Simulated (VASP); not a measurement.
# Ta12HCN in VASP: notebook

Aim: see how the results for Ta12HCN move with the level of theory and the settings. Levels: revPBE, BLYP. Tasks: single point.

All numbers are computed with VASP 6.6.1; they aren't measurements. Logs are shortened: lines on timing, memory, paths and dates and some standing lists are left out, and cuts for length are marked.

**1. The cell of the first run**

The cell holds a slab with vacuum, 15 atoms: a = 5.720 Å, b = 5.720 Å, c = 24.886 Å, α = 90.00°, β = 90.00°, γ = 109.47°.

**2. Single point, revPBE**

The input, INCAR:

```
ALGO = Normal ; DIPOL = 0.5 0.5 0.467
EDIFF = 1E-6 ; ENCUT = 520
GGA = RE ; IDIPOL = 3
ISIF = 2 ; ISMEAR = -1
LASPH = True ; LCHARG = False
LDIPOL = True ; LREAL = Auto
LWAVE = False ; NBANDS = 84
NELM = 100 ; PREC = Accurate
SIGMA = 0.05
```

The input, KPOINTS:

```
k-points
0
Gamma
  5 5 1
```

The input, POSCAR:

```
Ta12HCN
1.0
    5.7202017150      0.0000000000      0.0000000000
   -1.9067339050      5.3930578966      0.0000000000
    0.0000000000      0.0000000000     24.8861251426
Ta C N H
12 1 1 1
Direct
    0.2500000000      0.2500000000      0.3214642679
    0.2500000000      0.7500000000      0.3214642679
    0.7500000000      0.2500000000      0.3214642679
    0.7500000000      0.7500000000      0.3214642679
    0.5000000000      0.5000000000      0.4153022020
    0.5000000000      0.0000000000      0.4153022020
    0.0000000000      0.5000000000      0.4153022020
    0.0000000000      0.0000000000      0.4153022020
    0.7500000000      0.7500000000      0.5091401361
    0.7500000000      0.2500000000      0.5091401361
    0.2500000000      0.7500000000      0.5091401361
    0.2500000000      0.2500000000      0.5091401361
    0.2500000000      0.2500000000      0.6729703820
    0.2500000000      0.2500000000      0.6264745939
    0.2500000000      0.2500000000      0.7155041229
```

Potentials or basis: VASP PAW PBE potentials, release 64 (Ta_pv, C, N, H).

Command:

```
cat potpaw_PBE.64/Ta_pv/POTCAR potpaw_PBE.64/C/POTCAR potpaw_PBE.64/N/POTCAR potpaw_PBE.64/H/POTCAR > POTCAR
mpirun -np 1 vasp_std > vasp.out
```

OUTCAR:

```text
EDIFF = 1E-6
   ENCUT = 520
   GGA = RE
   ISIF = 2
   ISMEAR = -1
   LASPH = True
   LREAL = Auto
   NELM = 100
   PREC = Accurate

 ion  position               nearest neighbor table
   1  0.250  0.250  0.321-   5 2.86   8 2.86   3 2.86   3 2.86   2 2.86   2 2.86   7 3.30   6 3.30
                             4 3.30   4 3.30
   2  0.250  0.750  0.321-   6 2.86   7 2.86   4 2.86   4 2.86   1 2.86   1 2.86   5 3.30   8 3.30
                             3 3.30   3 3.30
   3  0.750  0.250  0.321-   6 2.86   7 2.86   1 2.86   1 2.86   4 2.86   4 2.86   5 3.30   8 3.30
                             2 3.30   2 3.30
   4  0.750  0.750  0.321-   5 2.86   8 2.86   2 2.86   2 2.86   3 2.86   3 2.86   7 3.30   6 3.30
                             1 3.30   1 3.30
   5  0.500  0.500  0.415-   1 2.86   4 2.86   9 2.86  12 2.86   7 2.86   7 2.86   6 2.86   6 2.86
                            11 3.30   2 3.30   3 3.30  10 3.30   8 3.30   8 3.30
   6  0.500  0.000  0.415-   2 2.86   3 2.86  10 2.86  11 2.86   8 2.86   8 2.86   5 2.86   5 2.86
                             4 3.30  12 3.30   9 3.30   1 3.30   7 3.30   7 3.30
   7  0.000  0.500  0.415-   2 2.86   3 2.86  10 2.86  11 2.86   5 2.86   5 2.86   8 2.86   8 2.86
                             4 3.30  12 3.30   9 3.30   1 3.30   6 3.30   6 3.30
   8  0.000  0.000  0.415-   1 2.86   4 2.86   9 2.86  12 2.86   6 2.86   6 2.86   7 2.86   7 2.86
                            11 3.30   2 3.30   3 3.30  10 3.30   5 3.30   5 3.30
   9  0.750  0.750  0.509-   5 2.86   8 2.86  11 2.86  11 2.86  10 2.86  10 2.86   7 3.30   6 3.30
                            12 3.30  12 3.30
  10  0.750  0.250  0.509-   6 2.86   7 2.86  12 2.86  12 2.86   9 2.86   9 2.86   5 3.30   8 3.30
                            11 3.30  11 3.30
  11  0.250  0.750  0.509-   6 2.86   7 2.86   9 2.86   9 2.86  12 2.86  12 2.86   5 3.30   8 3.30
                            10 3.30  10 3.30
  12  0.250  0.250  0.509-   5 2.86   8 2.86  10 2.86  10 2.86  11 2.86  11 2.86   7 3.30   6 3.30
                             9 3.30   9 3.30
  13  0.250  0.250  0.673-  15 1.06  14 1.16
  14  0.250  0.250  0.626-  13 1.16
  15  0.250  0.250  0.716-  13 1.06

  LATTYP: Found a base centered orthorhombic cell.
 ALAT       =     6.6051200000
 B/A-ratio  =     1.4142135624
 C/A-ratio  =     3.7677021981

  Lattice vectors:

 A1 = (   5.7202017150,   0.0000000000,   0.0000000000)
 A2 = (  -1.9067339050,   5.3930578966,   0.0000000000)
 A3 = (   0.0000000000,   0.0000000000,  24.8861251426)

Analysis of symmetry for initial positions (statically):
=====================================================================
 Subroutine PRICEL returns:
 Original cell was already a primitive cell.

 Routine SETGRP: Setting up the symmetry group for a
 base centered orthorhombic supercell.

 Subroutine GETGRP returns: Found  4 space group operations
[... 158 lines left out ...]
   LEPSILON=     F    determine dielectric tensor
   LRPA    =     F    only Hartree local field effects (RPA)
 non-spin polarized calculation
  energy-cutoff  :      520.00
  volume of cell :      767.72
 maximum number of plane-waves:     20721
 NGX is ok and might be reduce to    48
   NGX = 21   NGY = 21   NGZ = 93

 dipolmoment           0.000000      0.000000      0.309563 electrons x Angstroem

 number of electron     141.9999995 magnetization

 dipolmoment           0.000000      0.000000     -0.559751 electrons x Angstroem

 Free energy of the ion-electron system (eV)
  ---------------------------------------------------
  ext. energy  EPLUGINS =         0.00000000
  ---------------------------------------------------
  free energy    TOTEN  =      -147.61029881 eV

  energy without entropy =     -147.49572724  energy(sigma->0) =     -147.55301303

 E-fermi :  -0.4202     XC(G=0):  -4.8812

 val. band max:       -0.4227871293   @ k =   0.2000   0.2000   0.0000
 cond. band min:      -0.3509794455   @ k =  -0.4000   0.2000   0.0000
 fundamental gap:      0.0718076838
 Fermi energy:        -0.4201543360

 k-point     1 :       0.0000    0.0000    0.0000
  band No.  band energies     occupation
      1     -34.9705      2.00000
      2     -34.9534      2.00000
      3     -34.9511      2.00000
      4     -34.9167      2.00000
      5     -34.9016      2.00000
      6     -34.8666      2.00000
[... 763 lines left out ...]
     82       1.0757      0.00000
     83       1.0853      0.00000
 [bands above 83 left out]

------------------------ aborting loop because EDIFF is reached ----------------------------------------

 vacuum level on the upper side and lower side of the slab       (xc-potential included)        -1.728         1.464

  FORCE on cell =-STRESS in cart. coord.  units (eV):
  Direction    XX          YY          ZZ          XY          YZ          ZX
  --------------------------------------------------------------------------------------
  -------------------------------------------------------------------------------------
  Total      -10.8558999    -10.5635706     -2.7796286      0.4134162      0.0000000      0.0000000
  in kB      -22.6554507    -22.0453812     -5.8008770      0.8627687      0.0000000      0.0000000
  external PRESSURE =     -16.8339030 kB  Pullay stress =       0.0000000 kB

 VOLUME and BASIS-vectors are now :
 -----------------------------------------------------------------------------
  energy-cutoff  :      520.00
  volume of cell :      767.72
      direct lattice vectors                 reciprocal lattice vectors
     5.720201715  0.000000000  0.000000000     0.174819010  0.061807854  0.000000000
    -1.906733905  5.393057897  0.000000000     0.000000000  0.185423561  0.000000000
     0.000000000  0.000000000 24.886125143     0.000000000  0.000000000  0.040183033

 POSITION                                       TOTAL-FORCE (eV/Angst)
 -----------------------------------------------------------------------------------
      0.95337      1.34826      8.00000         0.000000      0.000000      0.204762
      0.00000      4.04479      8.00000         0.000000      0.000000      0.221261
      3.81347      1.34826      8.00000         0.000000      0.000000      0.221261
      2.86010      4.04479      8.00000         0.000000      0.000000      0.157439
      1.90673      2.69653     10.33526         0.014975      0.021178     -0.048513
      2.86010      0.00000     10.33526        -0.022305      0.015772      0.028393
     -0.95337      2.69653     10.33526         0.022305     -0.015772      0.028393
      0.00000      0.00000     10.33526        -0.014975     -0.021178     -0.048513
      2.86010      4.04479     12.67053         0.000000      0.000000     -0.363004
      3.81347      1.34826     12.67053         0.000000      0.000000     -0.383893
      0.00000      4.04479     12.67053         0.000000      0.000000     -0.383893
      0.95337      1.34826     12.67053         0.000000      0.000000      0.615257
      0.95337      1.34826     16.74763         0.000000      0.000000      0.441292
      0.95337      1.34826     15.59053         0.000000      0.000000     -1.257251
      0.95337      1.34826     17.80613         0.000000      0.000000      0.567009
 -----------------------------------------------------------------------------------
    total drift:                                0.000000      0.000000     -0.025455

  FREE ENERGIE OF THE ION-ELECTRON SYSTEM (eV)
  ---------------------------------------------------
  free  energy   TOTEN  =      -147.6102988104 eV

  energy  without entropy=     -147.4957272440  energy(sigma->0) =     -147.55301303

 vacuum level on the upper side and lower side of the slab         0.964         4.217
```

Run time: 24 min. Hardware: 1 thread of Intel Xeon 6975P-C (Granite Rapids), shared host; peak memory 1.1 GiB.

What came out:

```yaml
Free_energy: -147.6103 eV
Largest_force: 1.257 eV/Å
Band_gap_on_the_k_mesh: zero (bands 71 and 72 overlap by 0.73 eV)
```

Forces on the atoms (eV/Å):
```
Ta   0.000  0.000  0.205
Ta   0.000  0.000  0.221
Ta   0.000  0.000  0.221
Ta   0.000  0.000  0.157
Ta   0.015  0.021 -0.049
Ta  -0.022  0.016  0.028
Ta   0.022 -0.016  0.028
Ta  -0.015 -0.021 -0.049
Ta   0.000  0.000 -0.363
Ta   0.000  0.000 -0.384
Ta   0.000  0.000 -0.384
Ta   0.000  0.000  0.615
C    0.000  0.000  0.441
N    0.000  0.000 -1.257
H    0.000  0.000  0.567
```

Caveat: the PAW data sets were made with another functional, which shifts forces and pressure a little; spin-orbit coupling is left out, which moves the levels of the heavy elements.

**3. Single point, BLYP**

The input, INCAR:

```
SYSTEM = Ta12HCN
PREC = Accurate
ENCUT = 520
EDIFF = 1E-6
ISMEAR = -1
SIGMA = 0.05
LREAL = Auto
LASPH = .TRUE.
NELM = 60
ALGO = Normal
ISIF = 2
LWAVE = .FALSE.
LCHARG = .FALSE.
LDIPOL = .TRUE.
IDIPOL = 3
DIPOL = 0.5 0.5 0.467
GGA = B5
ALDAX = 1.0
AGGAX = 1.0
AGGAC = 1.0
ALDAC = 0.0
NBANDS = 84
```

The input, KPOINTS:

```
regular mesh
0
G
  5 5 1
  0 0 0
```

POSCAR is that of step 2.

Potentials or basis: VASP PAW PBE potentials, release 64 (Ta_pv, C, N, H).

Command:

```
cat potpaw_PBE.64/Ta_pv/POTCAR potpaw_PBE.64/C/POTCAR potpaw_PBE.64/N/POTCAR potpaw_PBE.64/H/POTCAR > POTCAR
mpirun -np 1 vasp_std > vasp.out
```

OUTCAR:

```text
SYSTEM = Ta12HCN
   PREC = Accurate
   ENCUT = 520
   EDIFF = 1E-6
   ISMEAR = -1
   LREAL = Auto
   LASPH = .TRUE.
   NELM = 60
   ISIF = 2
   GGA = B5

 ion  position               nearest neighbor table
   1  0.250  0.250  0.321-   5 2.86   8 2.86   3 2.86   3 2.86   2 2.86   2 2.86   7 3.30   6 3.30
                             4 3.30   4 3.30
   2  0.250  0.750  0.321-   6 2.86   7 2.86   4 2.86   4 2.86   1 2.86   1 2.86   5 3.30   8 3.30
                             3 3.30   3 3.30
   3  0.750  0.250  0.321-   6 2.86   7 2.86   1 2.86   1 2.86   4 2.86   4 2.86   5 3.30   8 3.30
                             2 3.30   2 3.30
   4  0.750  0.750  0.321-   5 2.86   8 2.86   2 2.86   2 2.86   3 2.86   3 2.86   7 3.30   6 3.30
                             1 3.30   1 3.30
   5  0.500  0.500  0.415-   1 2.86   4 2.86   9 2.86  12 2.86   7 2.86   7 2.86   6 2.86   6 2.86
                            11 3.30   2 3.30   3 3.30  10 3.30   8 3.30   8 3.30
   6  0.500  0.000  0.415-   2 2.86   3 2.86  10 2.86  11 2.86   8 2.86   8 2.86   5 2.86   5 2.86
                             4 3.30  12 3.30   9 3.30   1 3.30   7 3.30   7 3.30
   7  0.000  0.500  0.415-   2 2.86   3 2.86  10 2.86  11 2.86   5 2.86   5 2.86   8 2.86   8 2.86
                             4 3.30  12 3.30   9 3.30   1 3.30   6 3.30   6 3.30
[... 1005 lines left out ...]
  Total       -4.9173539     -4.3431976      1.1853931      0.8119796     -0.0000000     -0.0000000
  in kB      -10.2621495     -9.0639283      2.4738267      1.6945407     -0.0000000     -0.0000000
  external PRESSURE =      -5.6174170 kB  Pullay stress =       0.0000000 kB

 VOLUME and BASIS-vectors are now :
 -----------------------------------------------------------------------------
  energy-cutoff  :      520.00
  volume of cell :      767.72
      direct lattice vectors                 reciprocal lattice vectors
     5.720201715  0.000000000  0.000000000     0.174819010  0.061807854  0.000000000
    -1.906733905  5.393057897  0.000000000     0.000000000  0.185423561  0.000000000
     0.000000000  0.000000000 24.886125143     0.000000000  0.000000000  0.040183033

 POSITION                                       TOTAL-FORCE (eV/Angst)
 -----------------------------------------------------------------------------------
      0.95337      1.34826      8.00000         0.000000      0.000000     -0.053733
      0.00000      4.04479      8.00000        -0.000000      0.000000     -0.030800
      3.81347      1.34826      8.00000         0.000000     -0.000000     -0.030800
      2.86010      4.04479      8.00000        -0.000000      0.000000     -0.088912
      1.90673      2.69653     10.33526         0.012394      0.017528     -0.051759
      2.86010      0.00000     10.33526        -0.025001      0.017678      0.021601
     -0.95337      2.69653     10.33526         0.025001     -0.017678      0.021601
      0.00000      0.00000     10.33526        -0.012394     -0.017528     -0.051759
      2.86010      4.04479     12.67053         0.000000      0.000000     -0.084091
      3.81347      1.34826     12.67053        -0.000000      0.000000     -0.123330
      0.00000      4.04479     12.67053        -0.000000      0.000000     -0.123330
      0.95337      1.34826     12.67053         0.000000      0.000000      0.845055
      0.95337      1.34826     16.74763        -0.000000     -0.000000     -0.015165
      0.95337      1.34826     15.59053         0.000000     -0.000000     -0.637555
      0.95337      1.34826     17.80613         0.000000     -0.000000      0.402978
 -----------------------------------------------------------------------------------
    total drift:                                0.000000      0.000000     -0.017901

  FREE ENERGIE OF THE ION-ELECTRON SYSTEM (eV)
  ---------------------------------------------------
  free  energy   TOTEN  =      -135.8376349127 eV

  energy  without entropy=     -135.7042152783  energy(sigma->0) =     -135.77092510

 vacuum level on the upper side and lower side of the slab         0.967         4.168
```

OSZICAR:

```text
N       E                     dE             d eps       ncg     rms          rms(c)
DAV:   1     0.118352900893E+04    0.11835E+04   -0.76948E+04  1952   0.144E+03
DAV:   2    -0.663266719365E+02   -0.12499E+04   -0.12269E+04  1780   0.367E+02
DAV:   3    -0.143752431255E+03   -0.77426E+02   -0.73516E+02  1868   0.757E+01
[... 23 lines left out ...]
DAV:  27    -0.135837602371E+03   -0.32668E-04   -0.11453E-04  1368   0.271E-02    0.357E-03
DAV:  28    -0.135837613691E+03   -0.11320E-04   -0.10358E-04  1312   0.265E-02    0.236E-03
DAV:  29    -0.135837628140E+03   -0.14449E-04   -0.69851E-05  1296   0.213E-02    0.182E-03
DAV:  30    -0.135837634280E+03   -0.61403E-05   -0.63371E-05  1312   0.186E-02    0.160E-03
DAV:  31    -0.135837634913E+03   -0.63226E-06   -0.63923E-06  1264   0.745E-03
   1 F= -.13583763E+03 E0= -.13577093E+03  d E =-.133420E+00
```

It took 23 min on 1 thread of Intel Xeon 6975P-C (Granite Rapids), shared host; peak memory 1.1 GiB.

Results:

```yaml
Free_energy: -135.8376 eV
Largest_force: 0.845 eV/Å
Band_gap_on_the_k_mesh: zero (bands 71 and 72 overlap by 0.86 eV)
```

Forces in eV/Å, atoms in the order of the input:
```
Ta   0.000  0.000 -0.054
Ta   0.000  0.000 -0.031
Ta   0.000  0.000 -0.031
Ta   0.000  0.000 -0.089
Ta   0.012  0.018 -0.052
Ta  -0.025  0.018  0.022
Ta   0.025 -0.018  0.022
Ta  -0.012 -0.018 -0.052
Ta   0.000  0.000 -0.084
Ta   0.000  0.000 -0.123
Ta   0.000  0.000 -0.123
Ta   0.000  0.000  0.845
C    0.000  0.000 -0.015
N    0.000  0.000 -0.638
H    0.000  0.000  0.403
```

Levels at points of the mesh, in eV from the Fermi level:
| k point | band 68 | band 69 | band 70 | band 71 | band 72 | band 73 | band 74 | band 75 |
| --- | --- | --- | --- | --- | --- | --- | --- | --- |
| (0.00, 0.00, 0.00) | -0.02 | 0.07 | 0.32 | 0.60 | 0.62 | 1.01 | 1.10 | 1.14 |

Caveat: the PAW data sets were made with another functional, which shifts forces and pressure a little; spin-orbit coupling is left out, which moves the levels of the heavy elements.

The gap in the log of VASP goes by the Fermi energy; the results here count the filled bands.